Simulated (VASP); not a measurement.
# SrTl (P4/mmm) in VASP: further runs

SrTl is run at these levels: LDA; tasks: electric field gradients.

Program: VASP 6.6.1. These are calculated values, not measurements. Logs are shortened: lines on timing, memory, paths and dates and some standing lists are left out, and cuts for length are marked.

## 1. The cell of the first run

Symmetry: P4/mmm, No. 123, tetragonal system. Conventional cell: a = 4.032 Å, b = 4.032 Å, c = 4.113 Å, α = 90.00°, β = 90.00°, γ = 90.00°. Within 4.6 Å of Sr (site symmetry 4/mmm) lie 8 Tl at 3.52 Å and 6 Sr at 4.03 to 4.11 Å. Within 4.6 Å of Tl (site symmetry 4/mmm) lie 8 Sr at 3.52 Å and 6 Tl at 4.03 to 4.11 Å.

## 2. Electric field gradients, LDA (zz strain of +2 %)

File INCAR:

```
PREC = Accurate
ENCUT = 520
EDIFF = 1E-8
ISMEAR = -1
SIGMA = 0.05
LREAL = F
LASPH = T
NELM = 80
ALGO = Normal
ISIF = 2
LWAVE = F
LCHARG = F
GGA = CA
LEFG = T
NBANDS = 18
```

File KPOINTS:

```
Automatic mesh
0
Gamma
  8 8 8
```

File POSCAR:

```
SrTl
1.0
    4.0320000000      0.0000000000      0.0000000000
    0.0000000000      4.0320000000      0.0000000000
    0.0000000000      0.0000000000      4.1126400000
Sr Tl
1 1
Direct
    0.0000000000      0.0000000000      0.0000000000
    0.5000000000      0.5000000000      0.5000000000
```

Potentials or basis: VASP PAW LDA potentials, release 64 (Sr_sv, Tl_d).

The run is started by

```sh
$ cat potpaw_LDA.64/Sr_sv/POTCAR potpaw_LDA.64/Tl_d/POTCAR > POTCAR
$ mpirun -np 1 vasp_std > vasp.out
```

OUTCAR:

```text
PREC = Accurate
   ENCUT = 520
   EDIFF = 1E-8
   ISMEAR = -1
   LREAL = F
   LASPH = T
   NELM = 80
   ISIF = 2
   GGA = CA

 ion  position               nearest neighbor table
   1  0.000  0.000  0.000-   2 3.52   2 3.52   2 3.52   2 3.52   2 3.52   2 3.52   2 3.52   2 3.52

   2  0.500  0.500  0.500-   1 3.52   1 3.52   1 3.52   1 3.52   1 3.52   1 3.52   1 3.52   1 3.52

  LATTYP: Found a simple tetragonal cell.
 ALAT       =     4.0320000000
 C/A-ratio  =     1.0200000000

  Lattice vectors:

 A1 = (   4.0320000000,   0.0000000000,   0.0000000000)
 A2 = (   0.0000000000,   4.0320000000,   0.0000000000)
 A3 = (   0.0000000000,   0.0000000000,   4.1126400000)

Analysis of symmetry for initial positions (statically):
=====================================================================
 Subroutine PRICEL returns:
 Original cell was already a primitive cell.

 Routine SETGRP: Setting up the symmetry group for a
 simple tetragonal supercell.

 Subroutine GETGRP returns: Found 16 space group operations
 (whereof 16 operations were pure point group operations)
 out of a pool of 16 trial point group operations.

The static configuration has the point symmetry D_4h.

Analysis of symmetry for dynamics (positions and initial velocities):
=====================================================================
 Subroutine PRICEL returns:
 Original cell was already a primitive cell.

 Routine SETGRP: Setting up the symmetry group for a
 simple tetragonal supercell.

 Subroutine GETGRP returns: Found 16 space group operations
 (whereof 16 operations were pure point group operations)
 out of a pool of 16 trial point group operations.

The dynamic configuration has the point symmetry D_4h.

 Subroutine INISYM returns: Found 16 space group operations
 (whereof 16 operations are pure point group operations),
 and found     1 'primitive' translations

----------------------------------------------------------------------------------------

                                     Primitive cell

  volume of cell :      66.8593

  direct lattice vectors                    reciprocal lattice vectors
     4.032000000  0.000000000  0.000000000     0.248015873  0.000000000  0.000000000
     0.000000000  4.032000000  0.000000000     0.000000000  0.248015873  0.000000000
     0.000000000  0.000000000  4.112640000     0.000000000  0.000000000  0.243152817

  length of vectors
     4.032000000  4.032000000  4.112640000     0.248015873  0.248015873  0.243152817

  position of ions in fractional coordinates (direct lattice)
     0.000000000  0.000000000  0.000000000
     0.500000000  0.500000000  0.500000000

  ion indices of the primitive-cell ions
   primitive index   ion index
                 1           1
                 2           2

----------------------------------------------------------------------------------------

 KPOINTS: Automatic mesh

Automatic generation of k-mesh.
 Grid dimensions read from file:
 generate k-points for:    8    8    8

 Generating k-lattice:

  Cartesian coordinates                     Fractional coordinates (reciprocal lattice)
     0.031001984  0.000000000  0.000000000     0.125000000  0.000000000  0.000000000
     0.000000000  0.031001984  0.000000000     0.000000000  0.125000000  0.000000000
     0.000000000  0.000000000  0.030394102     0.000000000  0.000000000  0.125000000

  Length of vectors
     0.031001984  0.031001984  0.030394102

  Shift w.r.t. Gamma in fractional coordinates (k-lattice)
     0.000000000  0.000000000  0.000000000

 Subroutine IBZKPT returns following result:
 ===========================================

 Found     75 irreducible k-points:

 Following reciprocal coordinates:
            Coordinates               Weight
  0.000000  0.000000  0.000000      1.000000
  0.125000  0.000000  0.000000      4.000000
  0.250000  0.000000  0.000000      4.000000
  0.375000  0.000000  0.000000      4.000000
  0.500000  0.000000  0.000000      2.000000
  0.125000  0.125000  0.000000      4.000000
[... 16 lines left out ...]
  0.375000  0.125000  0.125000     16.000000
  0.500000  0.125000  0.125000      8.000000
 [... further k-points ...]
   k-points           NKPTS =     75   k-points in BZ     NKDIM =     75   number of bands    NBANDS=     18
   number of dos      NEDOS =    301   number of ions     NIONS =      2
   total plane-waves  NPLWV =  28800
   dimension x,y,z NGX =    30 NGY =   30 NGZ =   32
   dimension x,y,z NGXF=    60 NGYF=   60 NGZF=   64
   ions per type =               1   1
   NGX,Y,Z   is equivalent  to a cutoff of  12.37, 12.37, 12.94 a.u.
   NGXF,Y,Z  is equivalent  to a cutoff of  24.74, 24.74, 25.87 a.u.
 SYSTEM =  unknown system
   PREC   = accura    normal or accurate (medium, high low for compatibility)
   ISTART =      0    job   : 0-new  1-cont  2-samecut
   ICHARG =      2    charge: 1-file 2-atom 10-const
   ISPIN  =      1    spin polarized calculation?
   LNONCOLLINEAR =      F non collinear calculations
   LSORBIT =      F    spin-orbit coupling
   LASPH  =      T    aspherical Exc in radial PAW
   ENCUT  =  520.0 eV  38.22 Ry    6.18 a.u.   7.50  7.50  7.65*2*pi/ulx,y,z
   NELM   =     80;   NELMIN=  2; NELMDL= -5     # of ELM steps
   EDIFF  = 0.1E-07   stopping-criterion for ELM
   LREAL  =      F    real-space projection
   EDIFFG = 0.1E-06   stopping-criterion for IOM
   NSW    =      0    number of steps for IOM
   IBRION =     -1    ionic relax: 0-MD 1-quasi-New 2-CG
   NFREE  =      0    steps in history (QN), initial steepest desc. (CG)
   ISIF   =      2    stress and relaxation
   ISYM   =      2    0-nonsym 1-usesym 2-fastsym
   POTIM  = 0.5000    time-step for ionic-motion
   TEBEG  =    0.0;   TEEND  =   0.0 temperature during run
   PSTRESS=    0.0 pullay stress
   NELECT =      23.0000    total number of electrons
   NUPDOWN=      -1.0000    fix difference up-down
   EMIN   =  10.00;   EMAX   =-10.00  energy-range for DOS
   EFERMI =   0.00;   METHOD = LEGACY
   ISMEAR =    -1;   SIGMA  =   0.05  broadening in eV -4-tet -1-fermi 0-gaus
   EFERMI_NEDOS =   21; number of points for ismear=-14 and -15
   IALGO  =     38    algorithm
   IMIX   =      4    mixing-type and parameters
     AMIX     =   0.40;   BMIX     =  1.00
     AMIX_MAG =   1.60;   BMIX_MAG =  1.00
  volume/ion in A,a.u.               =      33.43       225.59
  Fermi-wavevector in a.u.,A,eV,Ry     =   1.147088  2.167683 17.902704  1.315812
  Thomas-Fermi vector in A             =   2.283770
   LORBIT       =      0    0 simple, 1 ext, 2 COOP (PROOUT), +10 PAW based schemes
   GGA     = CA    functional components
   LHFCALC =     F    Hartree Fock is set to
   AEXX    =    0.0000 exact exchange contribution
   IVDW    =     0    specifies the selected vdW correction
   LEPSILON=     F    determine dielectric tensor
   LRPA    =     F    only Hartree local field effects (RPA)
 non-spin polarized calculation
  energy-cutoff  :      520.00
  volume of cell :       66.86
 maximum number of plane-waves:      1819
 NGX is ok and might be reduce to    30
   NGX = 15   NGY = 15   NGZ = 15

 number of electron      23.0000001 magnetization

 Free energy of the ion-electron system (eV)
  ---------------------------------------------------
  ext. energy  EPLUGINS =         0.00000000
  ---------------------------------------------------
  free energy    TOTEN  =        -5.85272363 eV

  energy without entropy =       -5.83903729  energy(sigma->0) =       -5.84588046

 E-fermi :   4.0827     XC(G=0):  -9.5063

 val. band max:        4.0636738108   @ k =   0.2500   0.2500   0.0000
 cond. band min:       4.0833085211   @ k =   0.3750   0.1250   0.2500
 fundamental gap:      0.0196347103
 Fermi energy:         4.0827034940

 k-point     1 :       0.0000    0.0000    0.0000
  band No.  band energies     occupation
      1     -31.5663      2.00000
      2     -13.6230      2.00000
      3     -13.6112      2.00000
      4     -13.6112      2.00000
      5      -7.3342      2.00000
      6      -7.3215      2.00000
[... 10 lines left out ...]
     17       9.0153      0.00000
     18       9.0221      0.00000
[... 463 lines left out ...]
 k-point    24 :       0.5000    0.1250    0.1250
  band No.  band energies     occupation
      1     -31.5520      2.00000
      2     -13.8287      2.00000
      3     -13.6297      2.00000
      4     -13.6234      2.00000
      5      -7.2790      2.00000
      6      -7.2674      2.00000
[... 10 lines left out ...]
     17      10.0269      0.00000
     18      11.2068      0.00000

 [... further k-points ...]

------------------------ aborting loop because EDIFF is reached ----------------------------------------

  FORCE on cell =-STRESS in cart. coord.  units (eV):
  Direction    XX          YY          ZZ          XY          YZ          ZX
  --------------------------------------------------------------------------------------
  -------------------------------------------------------------------------------------
  Total       -0.9047609     -0.9047609     -1.0462602      0.0000000     -0.0000000      0.0000000
  in kB      -21.6811668    -21.6811668    -25.0719757      0.0000000     -0.0000000      0.0000000
  external PRESSURE =     -22.8114364 kB  Pullay stress =       0.0000000 kB

 VOLUME and BASIS-vectors are now :
 -----------------------------------------------------------------------------
  energy-cutoff  :      520.00
  volume of cell :       66.86
      direct lattice vectors                 reciprocal lattice vectors
     4.032000000  0.000000000  0.000000000     0.248015873  0.000000000  0.000000000
     0.000000000  4.032000000  0.000000000     0.000000000  0.248015873  0.000000000
     0.000000000  0.000000000  4.112640000     0.000000000  0.000000000  0.243152817

 POSITION                                       TOTAL-FORCE (eV/Angst)
 -----------------------------------------------------------------------------------
      0.00000      0.00000      0.00000         0.000000      0.000000      0.000000
      2.01600      2.01600      2.05632         0.000000      0.000000      0.000000
 -----------------------------------------------------------------------------------
    total drift:                                0.000000      0.000000      0.000000

  FREE ENERGIE OF THE ION-ELECTRON SYSTEM (eV)
  ---------------------------------------------------
  free  energy   TOTEN  =        -5.8527236251 eV

  energy  without entropy=       -5.8390372927  energy(sigma->0) =       -5.84588046

 Electric field gradients (V/A^2)
---------------------------------------------------------------------
 ion       V_xx      V_yy      V_zz      V_xy      V_xz      V_yz
---------------------------------------------------------------------
   1       0.822     0.822    -1.643    -0.000    -0.000    -0.000
   2      10.900    10.900   -21.799    -0.000     0.000    -0.000
---------------------------------------------------------------------

 Electric field gradients after diagonalization (V/A^2)
 (convention: |V_zz| > |V_xx| > |V_yy|)
----------------------------------------------------------------------
 ion       V_xx      V_yy      V_zz     asymmetry (V_yy - V_xx)/ V_zz
----------------------------------------------------------------------
   1       0.822     0.822    -1.643       0.000
   2      10.900    10.900   -21.799       0.000
----------------------------------------------------------------------

           NMR quadrupolar parameters

 Cq : quadrupolar parameter    Cq=e*Q*V_zz/h
 eta: asymmetry parameters     (V_yy - V_xx)/ V_zz
 Q  : nuclear electric quadrupole moment in mb (millibarn)
----------------------------------------------------------------------
 ion       Cq(MHz)       eta       Q (mb)
----------------------------------------------------------------------
   1      -0.004       0.000       1.000
   2      -0.053       0.000       1.000
----------------------------------------------------------------------
```

It took 53 s on 1 thread of Intel Xeon Platinum 8375C at 2.90GHz (Ice Lake), shared host; peak memory 0.22 GiB.

What came out:

| Item | Value |
| --- | --- |
| Free energy | -5.8527 eV |
| Pressure | -2.3 GPa |
| Band gap on the k mesh | zero (an odd number of electrons rules out a gap without spin polarisation) |
| Largest electric field gradient by atom | Sr -1.6; Tl -21.8 V/Å² |

Electric field gradients, principal values (V/Å²):
| atom | least | middle | greatest (by size) |
| --- | --- | --- | --- |
| 1 Sr | 0.822 | 0.822 | -1.643 |
| 2 Tl | 10.900 | 10.900 | -21.799 |

Caveat: the cell differs from its parent crystal (zz strain of +2 %); without QUAD_EFG the Cq values of the log hold for a quadrupole moment of 1 mb, not for the nuclei; spin-orbit coupling is left out, which moves the levels of the heavy elements.

(Part 1 of 2 ends here.)
